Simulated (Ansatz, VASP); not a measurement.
**One calculation of AlH5, two programs**

File INCAR:

```
PREC = Accurate ; ENCUT = 600
EDIFF = 1E-7 ; ISMEAR = 0
SIGMA = 0.1 ; LREAL = False
LASPH = True ; NELM = 60
ALGO = Normal ; ISIF = 3
LWAVE = False ; LCHARG = False
GGA = PE ; IBRION = 2
NSW = 90 ; EDIFFG = -0.04
```

The input KPOINTS:

```
regular mesh
0
Gamma
  6 6 6
```

Contents of POSCAR:

```
AlH5
1.0
    3.4552525143      0.0000000000      0.0000000000
    0.0000000000      3.4552525143      0.0000000000
    0.0000000000      0.0000000000      3.4552525143
Al H
1 5
Direct
    0.5000000000      0.5000000000      0.5000000000
    0.2176289107      0.2176289107      0.2176289107
    0.7823710893      0.7823710893      0.2176289107
    0.7823710893      0.2176289107      0.7823710893
    0.2176289107      0.7823710893      0.7823710893
    0.0000000000      0.0000000000      0.0000000000
```

Input for Ansatz:

```yaml
crystal:
  lattice:
    - [3.4552525143, 0.0, 0.0]
    - [0.0, 3.4552525143, 0.0]
    - [0.0, 0.0, 3.4552525143]
  atoms:
    - { symbol: Al, position: [0.5, 0.5, 0.5] }
    - { symbol: H, position: [0.2176289107, 0.2176289107, 0.2176289107] }
    - { symbol: H, position: [0.7823710893, 0.7823710893, 0.2176289107] }
    - { symbol: H, position: [0.7823710893, 0.2176289107, 0.7823710893] }
    - { symbol: H, position: [0.2176289107, 0.7823710893, 0.7823710893] }
    - { symbol: H, position: [0.0, 0.0, 0.0] }
basis:
  ecutwfc: 420
kpoints:
  mp_grid: { grid: [6, 6, 6] }
hamiltonian:
  xc: pbe
scf:
  occupations: { method: gaussian, width: 0.1 }
  lower_state_search: "off"
output:
  forces: true
  stress: true
  eigenvalues: true
relax:
  adjacent_minimum: "off"
  f_tol: 0.04
  max_steps: 70
  cell: { stress_tol: 0.4 }
```

Alike in both runs: task relaxation of cell and atoms; functional PBE; k mesh 6 × 6 × 6; occupations gaussian, width 0.1 eV; no spin polarisation.

|  | VASP | Ansatz |
| --- | --- | --- |
| version | VASP 6.6.1 | Ansatz 0.2.0 |
| potentials or method | VASP PAW PBE potentials, release 64 (Al, H), cutoff 600 eV | scalar-relativistic, plane waves, PAW |
| valence electrons in the cell | 8 | 8 |

```csv
,VASP,Ansatz,Ansatz less VASP
"gap on the k mesh at the Fermi level, each at its own relaxed structure (eV)",none,none,-
relaxed volume (Å³/atom),6.88,6.81,-0.062
relaxed length of the cell vector where the two differ most in proportion (Å),3.455,3.445,-0.0105
```

A gap of «none» marks a metal or a gap that the smearing closes.

Noted on VASP's run: the relaxation stopped at its first step, so nothing moved.
